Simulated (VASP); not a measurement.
Wanted: the native input for a VASP 6.6.1 run.

```yaml
Task: single point
Functional: PBE
Potentials_or_basis: VASP PAW PBE potentials, release 64 (Ga_d, S)
Cutoff: 500 eV
k_mesh: 14 × 14 × 3
Occupations: fermi-dirac, width 0.02 eV
Spin: no spin polarisation
Dipole_correction: no
Further_INCAR_settings: ALGO = Normal; EDIFF = 1e-06; NBANDS = 48
```

The structure of GaS lies in POSCAR:

```
GaS
1.0
    3.5850000000      0.0000000000      0.0000000000
   -1.7925000000      3.1047010726      0.0000000000
    0.0000000000      0.0000000000     15.5000000000
Ga S
4 4
Direct
    0.3333333333      0.6666666667      0.1710185084
    0.6666666667      0.3333333333      0.6710185084
    0.3333333333      0.6666666667      0.3289814916
    0.6666666667      0.3333333333      0.8289814916
    0.3333333333      0.6666666667      0.6008026213
    0.6666666667      0.3333333333      0.1008026213
    0.3333333333      0.6666666667      0.8991973787
    0.6666666667      0.3333333333      0.3991973787
```

The input as run:

INCAR

```
PREC = Accurate
ENCUT = 500
EDIFF = 1E-6
ISMEAR = -1
SIGMA = 0.02
LREAL = F
LASPH = T
NELM = 120
ALGO = Normal
ISIF = 2
LWAVE = F
LCHARG = T
GGA = PE
LELF = T
LVHAR = T
NBANDS = 48
GGA_COMPAT = F
```

KPOINTS

```
Automatic mesh
0
Gamma
  14 14 3
```

Potentials or basis: VASP PAW PBE potentials, release 64 (Ga_d, S).

Launch:

```console
$ cat potpaw_PBE.64/Ga_d/POTCAR potpaw_PBE.64/S/POTCAR > POTCAR
$ mpirun -np 1 vasp_std > vasp.out
```

Results of the run:

```json
{
 "Pressure": "2.3 GPa",
 "Largest force": "0.028 eV/Å",
 "Band gap on the k mesh": "1.60 eV (least direct gap 1.71 eV)"
}
```

Caveat: this functional lacks dispersion, which binds layers or chains, so the pressure and a relaxed spacing across them are unreliable.

It took 5.1 min on 1 thread of Intel(R) Xeon(R) Platinum 8488C (Sapphire Rapids), with other jobs on the host, peak memory 0.44 GiB.
